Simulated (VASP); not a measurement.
Input of a VASP 6.6.1 run:

File INCAR:

```
PREC = Accurate
ENCUT = 600
EDIFF = 1E-6
ISMEAR = 0
SIGMA = 0.02
LREAL = False
LASPH = True
NELM = 100
ALGO = Normal
ISIF = 3
LWAVE = False
LCHARG = False
GGA = PS
IBRION = 2
NSW = 100
EDIFFG = -0.005
```

File KPOINTS:

```
Automatic mesh
0
Gamma
  12 12 6
```

The input POSCAR:

```
SnSe2
1.0
    3.8193055657      0.0000000000      0.0000000000
   -1.9096527828      3.3076156447      0.0000000000
    0.0000000000      0.0000000000      6.1458278254
Sn Se
1 2
Direct
    0.0000000000      0.0000000000      0.0000000000
    0.3333333333      0.6666666667      0.2580044483
    0.6666666667      0.3333333333      0.7419955517
```

Potentials or basis: VASP PAW PBE potentials, release 64 (Sn_d, Se).

Run with:

```bash
$ cat potpaw_PBE.64/Sn_d/POTCAR potpaw_PBE.64/Se/POTCAR > POTCAR
$ mpirun -np 1 vasp_std > vasp.out
```

Problem. Estimate the space group after relaxing (to 0.05 Å).

Solution. P-3m1 (No. 164).

Problem. What does it give for the relaxed cell?

Solution. a = 3.821 Å, b = 3.821 Å, c = 6.151 Å, α = 90.00°, β = 90.00°, γ = 120.00°.

Final structure:
```
Sn Se
1.0
     3.82097    0.00000    0.00000
    -1.91049    3.30906    0.00000
     0.00000    0.00000    6.15088
Sn Se
1 2
Direct
  0.00000 0.00000 0.00000
  0.33333 0.66667 0.25811
  0.66667 0.33333 0.74189
```
